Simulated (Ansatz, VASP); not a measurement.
# Si: VASP beside Ansatz

INCAR

```
PREC     = Accurate       # precision mode
ENCUT    = 600            # plane-wave cutoff, eV
EDIFF    = 1E-6           # SCF threshold, eV
ISMEAR   = -1             # smearing method
SIGMA    = 0.01           # smearing width, eV
LREAL    = F              # projectors in reciprocal space
LASPH    = T              # aspherical terms in the spheres
NELM     = 100            # most SCF steps
ALGO     = Normal         # electronic algorithm
ISIF     = 3              # what is computed and relaxed
LWAVE    = F              # write WAVECAR
LCHARG   = F              # write CHGCAR
GGA      = PS             # functional
IBRION   = 2              # ionic algorithm
NSW      = 80             # ionic steps
EDIFFG   = -0.01          # ionic threshold
```

Contents of KPOINTS:

```
Automatic mesh
0
Gamma
  9 9 9
```

Contents of POSCAR:

```
Si
1.0
    0.0000000000      2.7153500000      2.7153500000
    2.7153500000      0.0000000000      2.7153500000
    2.7153500000      2.7153500000      0.0000000000
Si
2
Direct
    0.0000000000      0.0000000000      0.0000000000
    0.2500000000      0.2500000000      0.2500000000
```

Input for Ansatz:

```yaml
crystal:
  lattice:
    - [0.0, 2.71535, 2.71535]
    - [2.71535, 0.0, 2.71535]
    - [2.71535, 2.71535, 0.0]
  atoms:
    - { symbol: Si, position: [0.0, 0.0, 0.0] }
    - { symbol: Si, position: [0.25, 0.25, 0.25] }
basis:
  ecutwfc: 420
  xc_grid: 2
hamiltonian:
  xc: pbesol
  pseudopotentials: { kind: paw, azcp: { folder: soft_1 } }
kpoints:
  mp_grid: { grid: [9, 9, 9] }
scf:
  occupations: { method: fermi_dirac, width: 0.01 }
  max_iter: 150
output:
  forces: true
  stress: true
relax:
  f_tol: 0.01
  max_steps: 60
  cell: {}
checkpoint:
  write: "../pbesol.run"
  compress: false
  write_wavefunctions: false
  write_every: 100000
```

Alike in both runs: task relaxation of cell and atoms; functional PBEsol; k mesh 9 × 9 × 9; occupations fermi-dirac, width 0.01 eV; no spin polarisation.

|  | VASP | Ansatz |
| --- | --- | --- |
| version | VASP 6.6.1 | Ansatz 0.2.0 |
| potentials or method | VASP PAW PBE potentials, release 64 (Si), cutoff 600 eV | plane-wave PAW DFT |
| valence electrons in the cell | 8 | 8 |

Ansatz gave:

```
relaxed volume (Å³/atom)                                     : 20.04
relaxed cell length with the largest relative difference (Å) : 3.842
```

Q: Which values does VASP return?

A: Relaxed volume (Å³/atom): 20.08; relaxed cell length with the largest relative difference (Å): 3.844.

VASP's potentials were made for PBE, not for PBEsol, and Ansatz warns of the same on its side.
